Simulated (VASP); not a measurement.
The system is BeTe.

```
Be Te
1.0
     0.00000    2.83187    2.83187
     2.83187    0.00000    2.83187
     2.83187    2.83187    0.00000
Be Te
1 1
Direct
  0.00000 0.00000 0.00000
  0.25000 0.25000 0.25000
```

```yaml
Program: VASP 6.6.1
Task: relaxation of cell and atoms
Functional: LDA
Potentials_or_basis: VASP PAW LDA potentials, release 64 (Be, Te)
Cutoff: 600 eV
k_mesh: 8 × 8 × 8
Occupations: fermi-dirac, width 0.02 eV
Spin: no spin polarisation
```

At the start: pressure -3.1 GPa; volume 22.71 Å³/atom.

Problem. How do energy, volume and symmetry change on relaxing?

Solution. Over 3 steps the energy falls by 12.1 meV/atom and the volume is 21.51 Å³/atom (-5.3 %); space group F-43m (No. 216, to 0.05 Å).

Step by step:
| step | energy change (eV) | largest force (eV/Å) | pressure (GPa) | volume (Å³) |
| --- | --- | --- | --- | --- |
| 1 | 0.0000 | 0.0000 | -3.10 | 45.42 |
| 2 | -0.0234 | 0.0000 | 0.65 | 42.59 |
| 3 | -0.0243 | 0.0000 | 0.01 | 43.02 |

Final structure:
```
Be Te
1.0
     0.00000    2.78106    2.78106
     2.78106    0.00000    2.78106
     2.78106    2.78106    0.00000
Be Te
1 1
Direct
  0.00000 0.00000 0.00000
  0.25000 0.25000 0.25000
```
